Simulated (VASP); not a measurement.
# MgO (I4/mmm) in VASP: a series of runs

The runs below take MgO through single point, with PBE.

Everything below comes from runs of VASP 6.6.1. Logs are shortened: lines on timing, memory, paths and dates and some standing lists are left out, and cuts for length are marked.

## Step 1: The cell of the first run

It takes space group I4/mmm (No. 139, tetragonal). Conventional cell: a = 3.020 Å, b = 3.020 Å, c = 4.334 Å, α = 90.00°, β = 90.00°, γ = 90.00°. Mg (site symmetry 4/mmm) has 6 O at 2.14 to 2.17 Å within 2.8 Å. Within 2.8 Å of O (site symmetry 4/mmm) lie 6 Mg at 2.14 to 2.17 Å.

## Step 2: Single point, PBE (strain +0.0150 x Voigt [1, 0, 0, 0, 0, 0])

Input file INCAR:

```
ALGO     = Normal         # electronic algorithm
EDIFF    = 1E-7           # SCF threshold, eV
ENCUT    = 520            # plane-wave cutoff, eV
GGA      = PE             # functional
ISIF     = 2              # what is computed and relaxed
ISMEAR   = 0              # smearing method
LASPH    = T              # aspherical terms in the spheres
LCHARG   = F              # write CHGCAR
LREAL    = F              # projectors in reciprocal space
LWAVE    = F              # write WAVECAR
NBANDS   = 11             # bands
NELM     = 80             # most SCF steps
PREC     = Accurate       # precision mode
SIGMA    = 0.05           # smearing width, eV
```

Input file KPOINTS:

```
k-points
0
Gamma
  10 10 10
```

Input file POSCAR:

```
MgO
1.0
    0.0000000000      2.1351500000      2.1351500000
    2.1671772500      0.0000000000      2.1351500000
    2.1671772500      2.1351500000      0.0000000000
Mg O
1 1
Direct
    0.0000000000      0.0000000000      0.0000000000
    0.5000000000      0.5000000000      0.5000000000
```

Potentials or basis: VASP PAW PBE potentials, release 64 (Mg, O).

The run is started by

```sh
> cat potpaw_PBE.64/Mg/POTCAR potpaw_PBE.64/O/POTCAR > POTCAR
> mpirun -np 1 vasp_std > vasp.out
```

OUTCAR:

```text
EDIFF = 1E-7
   ENCUT = 520
   GGA = PE
   ISIF = 2
   ISMEAR = 0
   LASPH = T
   LREAL = F
   NELM = 80
   PREC = Accurate

 ion  position               nearest neighbor table
   1  0.000  0.000  0.000-   2 2.14   2 2.14   2 2.14   2 2.14   2 2.17   2 2.17
   2  0.500  0.500  0.500-   1 2.14   1 2.14   1 2.14   1 2.14   1 2.17   1 2.17

  LATTYP: Found a body centered tetragonal cell.
 ALAT       =     3.0195580877
 C/A-ratio  =     1.4354267658

  Lattice vectors:

 A1 = (   2.1671772500,   0.0000000000,   2.1351500000)
 A2 = (   2.1671772500,   0.0000000000,  -2.1351500000)
 A3 = (  -2.1671772500,   2.1351500000,   0.0000000000)

Analysis of symmetry for initial positions (statically):
=====================================================================
 Subroutine PRICEL returns:
 Original cell was already a primitive cell.

 Routine SETGRP: Setting up the symmetry group for a
 body centered tetragonal supercell.

 Subroutine GETGRP returns: Found 16 space group operations
 (whereof 16 operations were pure point group operations)
 out of a pool of 16 trial point group operations.

The static configuration has the point symmetry D_4h.

Analysis of symmetry for dynamics (positions and initial velocities):
=====================================================================
 Subroutine PRICEL returns:
 Original cell was already a primitive cell.

 Routine SETGRP: Setting up the symmetry group for a
 body centered tetragonal supercell.

 Subroutine GETGRP returns: Found 16 space group operations
 (whereof 16 operations were pure point group operations)
 out of a pool of 16 trial point group operations.

The dynamic configuration has the point symmetry D_4h.

 Subroutine INISYM returns: Found 16 space group operations
 (whereof 16 operations are pure point group operations),
 and found     1 'primitive' translations

----------------------------------------------------------------------------------------

                                     Primitive cell

  volume of cell :      19.7597

  direct lattice vectors                    reciprocal lattice vectors
     0.000000000  2.135150000  2.135150000    -0.230714862  0.234175585  0.234175585
     2.167177250  0.000000000  2.135150000     0.230714862 -0.234175585  0.234175585
     2.167177250  2.135150000  0.000000000     0.230714862  0.234175585 -0.234175585

  length of vectors
     3.019558088  3.042289065  3.042289065     0.403615853  0.403615853  0.403615853

  position of ions in fractional coordinates (direct lattice)
     0.000000000  0.000000000  0.000000000
     0.500000000  0.500000000  0.500000000

  ion indices of the primitive-cell ions
   primitive index   ion index
                 1           1
                 2           2

----------------------------------------------------------------------------------------

 KPOINTS: k-points

Automatic generation of k-mesh.
 Grid dimensions read from file:
 generate k-points for:   10   10   10

 Generating k-lattice:

  Cartesian coordinates                     Fractional coordinates (reciprocal lattice)
    -0.023071486  0.023417558  0.023417558     0.100000000 -0.000000000 -0.000000000
     0.023071486 -0.023417558  0.023417558     0.000000000  0.100000000  0.000000000
     0.023071486  0.023417558 -0.023417558     0.000000000  0.000000000  0.100000000

  Length of vectors
     0.040361585  0.040361585  0.040361585

  Shift w.r.t. Gamma in fractional coordinates (k-lattice)
     0.000000000  0.000000000  0.000000000

 Subroutine IBZKPT returns following result:
 ===========================================

 Found    102 irreducible k-points:

 Following reciprocal coordinates:
            Coordinates               Weight
  0.000000  0.000000  0.000000      1.000000
  0.100000  0.000000  0.000000      8.000000
  0.200000  0.000000  0.000000      8.000000
  0.300000  0.000000  0.000000      8.000000
  0.400000  0.000000  0.000000      8.000000
  0.500000  0.000000  0.000000      4.000000
[... 16 lines left out ...]
  0.300000  0.300000  0.000000      4.000000
  0.400000  0.300000  0.000000     16.000000
 [... further k-points ...]
   k-points           NKPTS =    102   k-points in BZ     NKDIM =    102   number of bands    NBANDS=     11
   number of dos      NEDOS =    301   number of ions     NIONS =      2
   total plane-waves  NPLWV =  13824
   dimension x,y,z NGX =    24 NGY =   24 NGZ =   24
   dimension x,y,z NGXF=    48 NGYF=   48 NGZF=   48
   ions per type =               1   1
   NGX,Y,Z   is equivalent  to a cutoff of  13.21, 13.11, 13.11 a.u.
   NGXF,Y,Z  is equivalent  to a cutoff of  26.43, 26.23, 26.23 a.u.
 SYSTEM =  unknown system
   PREC   = accura    normal or accurate (medium, high low for compatibility)
   ISTART =      0    job   : 0-new  1-cont  2-samecut
   ICHARG =      2    charge: 1-file 2-atom 10-const
   ISPIN  =      1    spin polarized calculation?
   LNONCOLLINEAR =      F non collinear calculations
   LSORBIT =      F    spin-orbit coupling
   LASPH  =      T    aspherical Exc in radial PAW
   ENCUT  =  520.0 eV  38.22 Ry    6.18 a.u.   5.61  5.66  5.66*2*pi/ulx,y,z
   NELM   =     80;   NELMIN=  2; NELMDL= -5     # of ELM steps
   EDIFF  = 0.1E-06   stopping-criterion for ELM
   LREAL  =      F    real-space projection
   EDIFFG = 0.1E-05   stopping-criterion for IOM
   NSW    =      0    number of steps for IOM
   IBRION =     -1    ionic relax: 0-MD 1-quasi-New 2-CG
   NFREE  =      0    steps in history (QN), initial steepest desc. (CG)
   ISIF   =      2    stress and relaxation
   ISYM   =      2    0-nonsym 1-usesym 2-fastsym
   POTIM  = 0.5000    time-step for ionic-motion
   TEBEG  =    0.0;   TEEND  =   0.0 temperature during run
   PSTRESS=    0.0 pullay stress
   NELECT =       8.0000    total number of electrons
   NUPDOWN=      -1.0000    fix difference up-down
   EMIN   =  10.00;   EMAX   =-10.00  energy-range for DOS
   EFERMI =   0.00;   METHOD = LEGACY
   ISMEAR =     0;   SIGMA  =   0.05  broadening in eV -4-tet -1-fermi 0-gaus
   EFERMI_NEDOS =   21; number of points for ismear=-14 and -15
   IALGO  =     38    algorithm
   IMIX   =      4    mixing-type and parameters
     AMIX     =   0.40;   BMIX     =  1.00
     AMIX_MAG =   1.60;   BMIX_MAG =  1.00
  volume/ion in A,a.u.               =       9.88        66.67
  Fermi-wavevector in a.u.,A,eV,Ry     =   1.211094  2.288635 19.956318  1.466748
  Thomas-Fermi vector in A             =   2.346620
   LORBIT       =      0    0 simple, 1 ext, 2 COOP (PROOUT), +10 PAW based schemes
   GGA     = PE    functional components
   LHFCALC =     F    Hartree Fock is set to
   AEXX    =    0.0000 exact exchange contribution
   IVDW    =     0    specifies the selected vdW correction
   LEPSILON=     F    determine dielectric tensor
   LRPA    =     F    only Hartree local field effects (RPA)
 non-spin polarized calculation
 Gauss-broadening in eV      SIGMA  =   0.05
  energy-cutoff  :      520.00
  volume of cell :       19.76
 maximum number of plane-waves:       544
   NGX = 11   NGY = 11   NGZ = 11

 number of electron       8.0000000 magnetization

 Free energy of the ion-electron system (eV)
  ---------------------------------------------------
  ext. energy  EPLUGINS =         0.00000000
  ---------------------------------------------------
  free energy    TOTEN  =       -11.90244118 eV

  energy without entropy =      -11.90244118  energy(sigma->0) =      -11.90244118

 E-fermi :   3.0487     XC(G=0): -10.8157

 val. band max:        2.8004121846   @ k =   0.0000   0.0000   0.0000
 cond. band min:       6.9769473538   @ k =   0.0000   0.0000   0.0000
 fundamental gap:      4.1765351693
 Fermi energy:         3.0486518099

 k-point     1 :       0.0000    0.0000    0.0000
  band No.  band energies     occupation
      1     -14.2078      2.00000
      2       2.7666      2.00000
      3       2.7666      2.00000
      4       2.8004      2.00000
      5       6.9769      0.00000
      6      18.1611      0.00000
      7      18.3121      0.00000
      8      18.3121      0.00000
      9      22.0342      0.00000
     10      23.5106      0.00000
     11      23.9769      0.00000

 k-point     2 :       0.1000    0.0000    0.0000
  band No.  band energies     occupation
      1     -14.1122      2.00000
      2       2.1354      2.00000
      3       2.7082      2.00000
      4       2.7257      2.00000
      5       7.6121      0.00000
      6      17.0258      0.00000
      7      18.4250      0.00000
      8      18.5354      0.00000
      9      22.7257      0.00000
     10      23.1299      0.00000
     11      23.5816      0.00000

 k-point     3 :       0.2000    0.0000    0.0000
  band No.  band energies     occupation
      1     -13.8501      2.00000
      2       0.8699      2.00000
      3       2.5599      2.00000
      4       2.5633      2.00000
      5       8.8122      0.00000
      6      15.4980      0.00000
      7      18.8041      0.00000
      8      18.9764      0.00000
      9      22.0823      0.00000
     10      22.3724      0.00000
     11      24.1559      0.00000

 k-point     4 :       0.3000    0.0000    0.0000
  band No.  band energies     occupation
      1     -13.4986      2.00000
      2      -0.3723      2.00000
      3       2.3725      2.00000
      4       2.3848      2.00000
      5       9.7971      0.00000
      6      14.7075      0.00000
      7      18.7701      0.00000
      8      19.0432      0.00000
      9      22.6049      0.00000
     10      22.7644      0.00000
     11      23.5428      0.00000
[... 239 lines left out ...]
 k-point    22 :      -0.2000    0.2000    0.0000
  band No.  band energies     occupation
      1     -13.3972      2.00000
      2      -0.1672      2.00000
      3       1.5220      2.00000
      4       2.3754      2.00000
      5      10.6891      0.00000
      6      14.4164      0.00000
      7      17.2442      0.00000
      8      19.8418      0.00000
      9      20.7981      0.00000
     10      23.4856      0.00000
     11      26.7478      0.00000

 k-point    23 :       0.3000    0.3000    0.0000
  band No.  band energies     occupation
      1     -13.3051      2.00000
      2      -0.2280      2.00000
      3       1.8465      2.00000
      4       1.9239      2.00000
      5      11.0550      0.00000
      6      13.0579      0.00000
      7      16.6819      0.00000
      8      19.9026      0.00000
      9      20.0733      0.00000
     10      26.2113      0.00000
     11      29.1357      0.00000

 k-point    24 :       0.4000    0.3000    0.0000
  band No.  band energies     occupation
      1     -13.0838      2.00000
      2      -0.6155      2.00000
      3       1.5382      2.00000
      4       1.7515      2.00000
      5      11.7972      0.00000
      6      12.7457      0.00000
      7      15.8615      0.00000
      8      20.1308      0.00000
      9      20.4230      0.00000
     10      26.9116      0.00000
     11      28.7306      0.00000

 [... further k-points ...]
[... 5 lines left out ...]
  --------------------------------------------------------------------------------------
  -------------------------------------------------------------------------------------
  Total       -0.7227511     -0.4547865     -0.4547865      0.0000000      0.0000000     -0.0000000
  in kB      -58.6027693    -36.8754148    -36.8754148      0.0000000      0.0000000     -0.0000000
  external PRESSURE =     -44.1178663 kB  Pullay stress =       0.0000000 kB

 VOLUME and BASIS-vectors are now :
 -----------------------------------------------------------------------------
  energy-cutoff  :      520.00
  volume of cell :       19.76
      direct lattice vectors                 reciprocal lattice vectors
     0.000000000  2.135150000  2.135150000    -0.230714862  0.234175585  0.234175585
     2.167177250  0.000000000  2.135150000     0.230714862 -0.234175585  0.234175585
     2.167177250  2.135150000  0.000000000     0.230714862  0.234175585 -0.234175585

 POSITION                                       TOTAL-FORCE (eV/Angst)
 -----------------------------------------------------------------------------------
      0.00000      0.00000      0.00000        -0.000000      0.000000      0.000000
      2.16718      2.13515      2.13515         0.000000     -0.000000     -0.000000
 -----------------------------------------------------------------------------------
    total drift:                               -0.000000     -0.000000      0.000000

  FREE ENERGIE OF THE ION-ELECTRON SYSTEM (eV)
  ---------------------------------------------------
  free  energy   TOTEN  =       -11.9024411798 eV

  energy  without entropy=      -11.9024411798  energy(sigma->0) =      -11.90244118
```

It took 11 s on 1 thread of Intel Xeon Platinum 8488C (Sapphire Rapids), shared host; peak memory 0.15 GiB.

Results:

```
Free energy            : -11.9024 eV
Pressure               : -4.4 GPa
Band gap on the k mesh : 4.18 eV, direct
```

Caveat: the cell differs from its parent crystal (strain +0.0150 x Voigt [1, 0, 0, 0, 0, 0]).

## Step 3: Single point, PBE (strain +0.0450 x Voigt [1, 0, 0, 0, 0, 0])

Input file INCAR:

```
PREC = Accurate
ENCUT = 520
EDIFF = 1E-7
ISMEAR = 0
SIGMA = 0.05
LREAL = F
LASPH = T
NELM = 80
ALGO = Normal
ISIF = 2
LWAVE = F
LCHARG = F
GGA = PE
NBANDS = 11
```

Input file KPOINTS:

```
regular mesh
0
Gamma
  10 10 10
```

Input file POSCAR:

```
MgO
1.0
    0.0000000000      2.1351500000      2.1351500000
    2.2312317500      0.0000000000      2.1351500000
    2.2312317500      2.1351500000      0.0000000000
Mg O
1 1
Direct
    0.0000000000      0.0000000000      0.0000000000
    0.5000000000      0.5000000000      0.5000000000
```

Potentials or basis: VASP PAW PBE potentials, release 64 (Mg, O).

The run is started by

```sh
> cat potpaw_PBE.64/Mg/POTCAR potpaw_PBE.64/O/POTCAR > POTCAR
> mpirun -np 1 vasp_std > vasp.out
```

Run time: 11 s. Hardware: 1 thread of Intel Xeon Platinum 8488C (Sapphire Rapids), shared host; peak memory 0.15 GiB.

It converged, with:

```
Free energy            : -11.8719 eV
Pressure               : -7.7 GPa
Band gap on the k mesh : 3.87 eV, direct
```

Stress tensor (GPa, compression positive):
```
-10.96   0.00   0.00
  0.00  -6.01   0.00
  0.00   0.00  -6.01
```

Levels at points of the mesh, in eV from the valence-band top:
| k point | band 1 | band 2 | band 3 | band 4 | band 5 | band 6 | band 7 | band 8 |
| --- | --- | --- | --- | --- | --- | --- | --- | --- |
| (0.00, 0.00, 0.00) | -16.91 | -0.10 | -0.10 | 0.00 | 3.87 | 14.98 | 15.42 | 15.42 |
| (0.50, 0.00, 0.00) | -15.83 | -4.32 | -0.67 | -0.59 | 7.30 | 11.58 | 14.98 | 15.87 |
| (0.50, 0.50, 0.00) | -15.57 | -3.76 | -1.49 | -1.21 | 8.82 | 9.01 | 12.35 | 17.09 |
| (0.00, 0.50, 0.50) | -15.68 | -3.88 | -1.19 | -1.19 | 9.05 | 9.24 | 11.78 | 18.00 |

Caveat: the cell differs from its parent crystal (strain +0.0450 x Voigt [1, 0, 0, 0, 0, 0]).

## Step 4: Single point, PBE (strain +0.0300 x Voigt [1, 0, 0, 0, 0, 0])

Input file INCAR:

```
SYSTEM = MgO
  PREC = Accurate
  ENCUT = 520
  EDIFF = 1E-7
  ISMEAR = 0
  SIGMA = 0.05
  LREAL = .False.
  LASPH = .True.
  NELM = 80
  ALGO = Normal
  ISIF = 2
  LWAVE = .False.
  LCHARG = .False.
  GGA = PE
  NBANDS = 11
```

Input file KPOINTS:

```
Automatic mesh
0
Gamma
  10 10 10
  0 0 0
```

Input file POSCAR:

```
MgO
1.0
    0.0000000000      2.1351500000      2.1351500000
    2.1992045000      0.0000000000      2.1351500000
    2.1992045000      2.1351500000      0.0000000000
Mg O
1 1
Direct
    0.0000000000      0.0000000000      0.0000000000
    0.5000000000      0.5000000000      0.5000000000
```

The run is started by

```sh
> cat potpaw_PBE.64/Mg/POTCAR potpaw_PBE.64/O/POTCAR > POTCAR
> mpirun -np 1 vasp_std > vasp.out
```

Wall time 11 s (1 thread of Intel Xeon Platinum 8488C (Sapphire Rapids), shared host); peak memory 0.15 GiB.

The run converged. Its results:

```
Free energy            : -11.8894 eV
Pressure               : -6.1 GPa
Band gap on the k mesh : 4.02 eV, direct
```

Stress tensor (GPa, compression positive):
```
-8.67  0.00  0.00
 0.00 -4.87  0.00
 0.00  0.00 -4.87
```

Levels at points of the mesh, in eV from the valence-band top:
| k point | band 1 | band 2 | band 3 | band 4 | band 5 | band 6 | band 7 | band 8 |
| --- | --- | --- | --- | --- | --- | --- | --- | --- |
| (0.00, 0.00, 0.00) | -16.96 | -0.07 | -0.07 | 0.00 | 4.02 | 15.17 | 15.46 | 15.46 |
| (0.50, 0.00, 0.00) | -15.85 | -4.36 | -0.65 | -0.60 | 7.41 | 11.76 | 15.26 | 15.87 |
| (0.50, 0.50, 0.00) | -15.59 | -3.81 | -1.42 | -1.24 | 8.90 | 9.18 | 12.45 | 17.49 |
| (0.00, 0.50, 0.50) | -15.66 | -3.90 | -1.22 | -1.22 | 9.18 | 9.20 | 12.07 | 18.11 |

Caveat: the cell differs from its parent crystal (strain +0.0300 x Voigt [1, 0, 0, 0, 0, 0]).

## Step 5: Single point, PBE (strain +0.0525 x Voigt [1, 0, 0, 0, 0, 0])

Input file INCAR:

```
SYSTEM = MgO
PREC = Accurate
ENCUT = 520
EDIFF = 1E-7
ISMEAR = 0
SIGMA = 0.05
LREAL = .FALSE.
LASPH = .TRUE.
NELM = 80
ALGO = Normal
ISIF = 2
LWAVE = .FALSE.
LCHARG = .FALSE.
GGA = PE
NBANDS = 11
```

Input file KPOINTS:

```
regular mesh
0
G
  10 10 10
  0 0 0
```

Input file POSCAR:

```
MgO
1.0
    0.0000000000      2.1351500000      2.1351500000
    2.2472453750      0.0000000000      2.1351500000
    2.2472453750      2.1351500000      0.0000000000
Mg O
1 1
Direct
    0.0000000000      0.0000000000      0.0000000000
    0.5000000000      0.5000000000      0.5000000000
```

The run is started by

```sh
> cat potpaw_PBE.64/Mg/POTCAR potpaw_PBE.64/O/POTCAR > POTCAR
> mpirun -np 1 vasp_std > vasp.out
```

It took 11 s on 1 thread of Intel Xeon Platinum 8488C (Sapphire Rapids), shared host; peak memory 0.15 GiB.

Results (log left out):

```
Free energy            : -11.8616 eV
Pressure               : -8.3 GPa
Band gap on the k mesh : 3.80 eV, direct
```

Stress tensor (GPa, compression positive):
```
-11.91   0.00   0.00
  0.00  -6.54   0.00
  0.00   0.00  -6.54
```

Levels at points of the mesh, in eV from the valence-band top:
| k point | band 1 | band 2 | band 3 | band 4 | band 5 | band 6 | band 7 | band 8 | band 9 |
| --- | --- | --- | --- | --- | --- | --- | --- | --- | --- |
| (0.00, 0.00, 0.00) | -16.89 | -0.11 | -0.11 | 0.00 | 3.80 | 14.89 | 15.40 | 15.40 | 18.92 |
| (0.50, 0.00, 0.00) | -15.82 | -4.30 | -0.68 | -0.59 | 7.25 | 11.49 | 14.84 | 15.87 | 19.46 |
| (0.50, 0.50, 0.00) | -15.56 | -3.74 | -1.51 | -1.19 | 8.79 | 8.94 | 12.30 | 16.90 | 17.82 |
| (0.00, 0.50, 0.50) | -15.69 | -3.88 | -1.17 | -1.17 | 8.98 | 9.27 | 11.64 | 17.95 | 17.95 |

Caveat: the cell differs from its parent crystal (strain +0.0525 x Voigt [1, 0, 0, 0, 0, 0]).

(Part 1 of 2 ends here.)
